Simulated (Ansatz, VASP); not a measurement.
## P3C: VASP beside Ansatz

The input INCAR:

```
PREC = Accurate ; ENCUT = 600
EDIFF = 1E-6 ; ISMEAR = 0
SIGMA = 0.1 ; LREAL = False
LASPH = True ; NELM = 120
ALGO = Normal ; ISIF = 2
LWAVE = False ; LCHARG = True
GGA = PE ; LELF = True
LVHAR = True ; NBANDS = 18
GGA_COMPAT = False
```

The input KPOINTS:

```
regular mesh
0
Gamma
  6 6 2
```

POSCAR

```
P3C
1.0
    1.6732344900     -2.3241164700      0.0000000000
    1.6732344900      2.3241164700      0.0000000000
    0.0000000000      0.0000000000      9.1840378700
P C
3 1
Direct
    0.5000000000      0.5000000000      0.7422130100
    0.0000000000      0.0000000000      0.5000000000
    0.5000000000      0.5000000000      0.2577869900
    0.0000000000      0.0000000000      0.0000000000
```

Input for Ansatz:

```yaml
crystal:
  lattice:
    - [1.67323449, -2.32411647, 0.0]
    - [1.67323449, 2.32411647, 0.0]
    - [0.0, 0.0, 9.18403787]
  atoms:
    - { symbol: P, position: [0.5, 0.5, 0.74221301] }
    - { symbol: P, position: [0.0, 0.0, 0.5] }
    - { symbol: P, position: [0.5, 0.5, 0.25778699] }
    - { symbol: C, position: [0.0, 0.0, 0.0] }
basis:
  ecutwfc: 420
kpoints:
  mp_grid: { grid: [6, 6, 2] }
hamiltonian:
  xc: pbe
scf:
  occupations: { method: gaussian, width: 0.1 }
  lower_state_search: "off"
output:
  forces: true
  stress: true
  eigenvalues: true
```

Change from the starting cell: species swapped into the AlV3 type (Cmmm, No. 65).

Alike in both runs: task single point; functional PBE; k mesh 6 × 6 × 2; occupations gaussian, width 0.1 eV; no spin polarisation.

|  | VASP | Ansatz |
| --- | --- | --- |
| version | VASP 6.6.1 | Ansatz 0.2.0 |
| potentials or method | VASP PAW PBE potentials, release 64 (P, C), cutoff 600 eV | scalar-relativistic, plane waves, PAW |
| valence electrons in the cell | 19 | 19 |

```tsv
	VASP	Ansatz	Ansatz less VASP
gap on the k mesh at the Fermi level (eV)	none	none	-
pressure (GPa)	-17.1	-17.1	+0.06
traceless stress, the component that is largest in VASP (GPa)	3.19	3.20	+0.008
rms of the force components (eV/Å)	0.086	0.089	+0.0025
```

Atom by atom the forces differ by 0.002 eV/Å (rms over components). A gap of «none» marks a metal or a gap that the smearing closes.

The k mesh is coarse, so the values compare programs but aren't converged.
